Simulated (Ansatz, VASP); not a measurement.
**HfN in VASP and in Ansatz**

POSCAR

```
HfN
1.0
    3.0990149869      0.0000000000      0.0000000000
   -1.5495074934      2.6838257053      0.0000000000
    0.0000000000      0.0000000000      2.9130017211
Hf N
1 1
Direct
    0.0000000000      0.0000000000      0.0000000000
    0.6666666667      0.3333333333      0.5000000000
```

INCAR.step1

```
SYSTEM = HfN
ALGO     = Normal         ! electronic algorithm
EDIFF    = 1E-5           ! SCF threshold, eV
ENCUT    = 660            ! plane-wave cutoff, eV
GGA      = PE             ! functional
GGA_COMPAT= .False.      
ISMEAR   = 0              ! smearing method
LASPH    = .True.         ! aspherical terms in the spheres
LCHARG   = .False.        ! write CHGCAR
LREAL    = .False.        ! projectors in reciprocal space
LWAVE    = .True.         ! write WAVECAR
NBANDS   = 14             ! bands
NELM     = 120            ! most SCF steps
PREC     = Accurate       ! precision mode
SIGMA    = 0.05           ! smearing width, eV
```

The input INCAR.step2:

```
SYSTEM = HfN
ALGO     = Normal         ! electronic algorithm
EDIFF    = 1E-6           ! SCF threshold, eV
ENCUT    = 660            ! plane-wave cutoff, eV
GGA_COMPAT= .False.      
ISIF     = 2              ! what is computed and relaxed
ISMEAR   = 0              ! smearing method
ISTART   = 1            
LASPH    = .True.         ! aspherical terms in the spheres
LCHARG   = .False.        ! write CHGCAR
LMIXTAU  = .True.       
LREAL    = .False.        ! projectors in reciprocal space
LWAVE    = .False.        ! write WAVECAR
METAGGA  = R2SCAN         ! meta-GGA
NBANDS   = 14             ! bands
NELM     = 120            ! most SCF steps
PREC     = Accurate       ! precision mode
SIGMA    = 0.05           ! smearing width, eV
```

File KPOINTS:

```
k-points
0
Gamma
  14 14 12
  0 0 0
```

Input for Ansatz:

```yaml
crystal:
  lattice:
    - [3.0990149869, 0.0, 0.0]
    - [-1.5495074934, 2.6838257053, 0.0]
    - [0.0, 0.0, 2.9130017211]
  atoms:
    - { symbol: Hf, position: [0.0, 0.0, 0.0] }
    - { symbol: "N", position: [0.6666666667, 0.3333333333, 0.5] }
basis:
  ecutwfc: 500
  ecutrho_ratio: 4
kpoints:
  mp_grid: { grid: [14, 14, 12] }
hamiltonian:
  xc: r2scan
scf:
  occupations: { method: gaussian, width: 0.05 }
output:
  forces: true
  stress: true
  eigenvalues: true
  populations: true
  write_density: true
  write_potential: true
  elf: true
  volumetric_format: npy
```

Alike in both runs: task single point; functional r2SCAN; k mesh 14 × 14 × 12; occupations gaussian, width 0.05 eV; no spin polarisation.

|  | VASP | Ansatz |
| --- | --- | --- |
| version | VASP 6.6.1 | Ansatz 0.2.0 |
| potentials or method | VASP PAW PBE potentials, release 64 (Hf_pv, N), cutoff 660 eV | scalar-relativistic, plane waves, PAW |
| valence electrons in the cell | 15 | 31 |

```tsv
	VASP	Ansatz	Ansatz less VASP
gap on the k mesh at the Fermi level (eV)	none	none	-
pressure (GPa)	-6.1	-4.0	+2.15
traceless stress, the component that is largest in VASP (GPa)	-1.27	-1.03	+0.233
```

VASP's potentials were made for PBE, not for r2SCAN. A gap of «none» marks a metal or a gap that the smearing closes. The functional is the same, so the differences come from potentials, cutoffs and numerics. VASP's potentials hold 15 valence electrons a cell and Ansatz's 31, so a difference there can come from the potentials and not from the codes.

Neither program's run includes spin-orbit coupling.
